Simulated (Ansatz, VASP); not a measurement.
# One calculation of Sn, two programs

The input INCAR:

```
SYSTEM = Sn
ALGO = Normal
EDIFF = 1E-6
ENCUT = 500
GGA = PS
GGA_COMPAT = .False.
ISIF = 2
ISMEAR = 0
LASPH = .True.
LCHARG = .True.
LELF = .True.
LREAL = .False.
LVHAR = .True.
LWAVE = .False.
NBANDS = 21
NELM = 120
PREC = Accurate
SIGMA = 0.1
```

KPOINTS

```
k-points
0
Gamma
  12 12 12
  0 0 0
```

Contents of POSCAR:

```
Sn
1.0
    0.0000000000      3.2705270528      3.2705270528
    3.2705270528      0.0000000000      3.2705270528
    3.2705270528      3.2705270528      0.0000000000
Sn
2
Direct
    0.5000000000      0.5000000000      0.5000000000
    0.7500000000      0.7500000000      0.7500000000
```

Input for Ansatz:

```yaml
crystal:
  lattice:
    - [0.0, 3.2705270528, 3.2705270528]
    - [3.2705270528, 0.0, 3.2705270528]
    - [3.2705270528, 3.2705270528, 0.0]
  atoms:
    - { symbol: Sn, position: [0.5, 0.5, 0.5] }
    - { symbol: Sn, position: [0.75, 0.75, 0.75] }
basis: {}
kpoints:
  mp_grid: { grid: [12, 12, 12] }
hamiltonian:
  xc: pbesol
  pseudopotentials: { kind: all_electron, lapw: {} }
scf:
  occupations: { method: gaussian, width: 0.1 }
output:
  forces: true
  stress: true
  eigenvalues: true
```

Alike in both runs: task single point; functional PBEsol; k mesh 12 × 12 × 12; occupations gaussian, width 0.1 eV; no spin polarisation.

```csv
,VASP,Ansatz
version,VASP 6.6.1,Ansatz 0.2.0
potentials or method,"VASP PAW PBE potentials, release 64 (Sn_d), cutoff 500 eV","scalar-relativistic, all-electron LAPW"
```

```csv
,VASP,Ansatz,Ansatz less VASP
gap on the k mesh at the Fermi level (eV),none,none,-
pressure (GPa),-0.1,0.0,+0.06
```

VASP's potentials were made for PBE, not for PBEsol. A gap of «none» marks a metal or a gap that the smearing closes. Ansatz ran all-electron here, and VASP with PAW potentials.
